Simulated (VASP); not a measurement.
Input of a VASP 6.6.1 run:

Contents of INCAR:

```
SYSTEM = AlCo3
PREC = Accurate
ENCUT = 520
EDIFF = 1E-6
ISMEAR = 0
SIGMA = 0.3
LREAL = .FALSE.
LASPH = .TRUE.
NELM = 150
ALGO = Fast
ISIF = 2
LWAVE = .FALSE.
LCHARG = .FALSE.
ISPIN = 2
MAGMOM = 0 1.48 1.48 1.48
LORBIT = 11
LMAXMIX = 4
GGA = PS
NBANDS = 27
```

File KPOINTS:

```
Automatic mesh
0
G
  12 12 12
  0 0 0
```

The input POSCAR:

```
AlCo3
1.0
    3.5749480000      0.0000000000      0.0000000000
    0.0000000000      3.5749480000      0.0000000000
    0.0000000000      0.0000000000      3.5749480000
Al Co
1 3
Direct
    0.0000000000      0.0000000000      0.0000000000
    0.5000000000      0.5000000000      0.0000000000
    0.5000000000      0.0000000000      0.5000000000
    0.0000000000      0.5000000000      0.5000000000
```

Potentials or basis: VASP PAW PBE potentials, release 64 (Al, Co).

The run is started by

```sh
$ cat potpaw_PBE.64/Al/POTCAR potpaw_PBE.64/Co/POTCAR > POTCAR
$ mpirun -np 1 vasp_std > vasp.out
```

**Question.** Predict the net moment.

**Answer.** 3.76 μB per cell.

**Question.** What does it give for the pressure?

**Answer.** -7.4 GPa.

**Question.** Predict the site moments.

**Answer.** Al -0.04; Co +1.29 μB.

Caveat: the PAW data sets were made with another functional, which shifts forces and pressure a little.
